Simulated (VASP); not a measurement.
Set up this calculation in VASP 6.6.1, as the native input.

* Task: single point
* Functional: r2SCAN
* Potentials or basis: VASP PAW PBE potentials, release 64 (Cd, S)
* Cutoff: 520 eV
* k mesh: 8 × 8 × 8
* Occupations: gaussian, width 0.01 eV
* Spin: no spin polarisation
* Dipole correction: no
* Further INCAR settings: ALGO = Normal; EDIFF = 1e-06; NBANDS = 16

The system is CdS.

```
CELL_PARAMETERS angstrom
2.66231 2.66231 0.00000
-2.66231 2.66231 0.00000
0.00000 2.66231 2.66231
ATOMIC_POSITIONS crystal
Cd 0.00000 0.00000 0.00000
S 0.50000 0.50000 0.00000
```

One way to write it, as run:

POSCAR

```
CdS
1.0
    2.6623133252      2.6623133252      0.0000000000
   -2.6623133252      2.6623133252      0.0000000000
    0.0000000000      2.6623133252      2.6623133252
Cd S
1 1
Direct
    0.0000000000      0.0000000000      0.0000000000
    0.5000000000      0.5000000000      0.0000000000
```

INCAR.step1

```
SYSTEM = CdS
PREC = Accurate
ENCUT = 520
ISMEAR = 0
SIGMA = 0.01
LREAL = .False.
LASPH = .True.
NELM = 100
NBANDS = 16
GGA = PE
ALGO = Normal
EDIFF = 1E-4
LWAVE = .True.
LCHARG = .False.
```

INCAR.step2

```
SYSTEM = CdS
PREC = Accurate
ENCUT = 520
EDIFF = 1E-6
ISMEAR = 0
SIGMA = 0.01
LREAL = .False.
LASPH = .True.
NELM = 100
ALGO = Normal
ISIF = 2
LWAVE = .False.
LCHARG = .False.
METAGGA = R2SCAN
LMIXTAU = .True.
NBANDS = 16
ISTART = 1
```

KPOINTS

```
regular mesh
0
Gamma
  8 8 8
  0 0 0
```

Potentials or basis: VASP PAW PBE potentials, release 64 (Cd, S).

The run is started by

```console
$ cat potpaw_PBE.64/Cd/POTCAR potpaw_PBE.64/S/POTCAR > POTCAR
$ cp INCAR.step1 INCAR
$ mpirun -np 1 vasp_std > vasp.out
$ cp INCAR.step2 INCAR
$ mpirun -np 1 vasp_std > vasp.out
```

It gave:

```
Pressure               : 7.6 GPa
Band gap on the k mesh : 0.72 eV (least direct gap 2.90 eV)
```

Caveat: the cell stands under pressure; the PAW data sets were made with another functional, which shifts forces and pressure a little.

It took 120 s on 1 thread of Intel(R) Xeon(R) Platinum 8259CL CPU @ 2.50GHz (Skylake/Cascade Lake) (shared host), peak memory 0.17 GiB.
